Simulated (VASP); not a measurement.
Set up this calculation in VASP 6.6.1, as the native input.

| Item | Value |
| --- | --- |
| Task | single point |
| Functional | PBE |
| Potentials or basis | VASP PAW PBE potentials, release 64 (Ru_pv) |
| Cutoff | 520 eV |
| k mesh | 6 × 6 × 4 |
| Occupations | gaussian, width 0.1 eV |
| Spin | collinear spin, ferromagnetic start |
| Starting moments | [1.0, 1.0, 1.0, 1.0] μB |
| Dipole correction | no |
| Further INCAR settings | ALGO = Normal; EDIFF = 1e-06; NBANDS = 40 |

The structure of Ru lies in POSCAR:

```
Ru
1.0
    1.3512620845     -4.9572046846      0.0000000000
    1.3512620845      4.9572046846      0.0000000000
    0.0000000000      0.0000000000      4.1872439350
Ru
4
Direct
    0.8307598350      0.1692401650      0.7500000000
    0.5681940804      0.4318059196      0.7500000000
    0.4318059196      0.5681940804      0.2500000000
    0.1692401650      0.8307598350      0.2500000000
```

These files were run (other wordings do the same):

INCAR

```
ALGO = Normal
EDIFF = 1E-6
ENCUT = 520
GGA = PE
ISIF = 2
ISMEAR = 0
ISPIN = 2
LASPH = True
LCHARG = False
LMAXMIX = 4
LORBIT = 11
LREAL = False
LWAVE = False
MAGMOM = 1 1 1 1
NBANDS = 40
NELM = 150
PREC = Accurate
SIGMA = 0.1
```

KPOINTS

```
k-points
0
Gamma
  6 6 4
```

Potentials or basis: VASP PAW PBE potentials, release 64 (Ru_pv).

The run is started by

```bash
$ cat potpaw_PBE.64/Ru_pv/POTCAR > POTCAR
$ mpirun -np 1 vasp_std > vasp.out
```

It gave:

```json
{
  "Pressure": "0.0 GPa",
  "Largest force": "0.167 eV/Å",
  "Band gap on the k mesh": "zero (filled and empty bands overlap)",
  "Net moment": "0.00 μB per cell",
  "Valence electrons inside the program's atomic spheres": "Ru 12.58, 12.70"
}
```

Caveat: the k points lie up to 0.40 Å⁻¹ apart.

It took 4 min on 1 thread of Intel(R) Xeon(R) 6975P-C (Granite Rapids), on a shared host, peak memory 0.31 GiB.
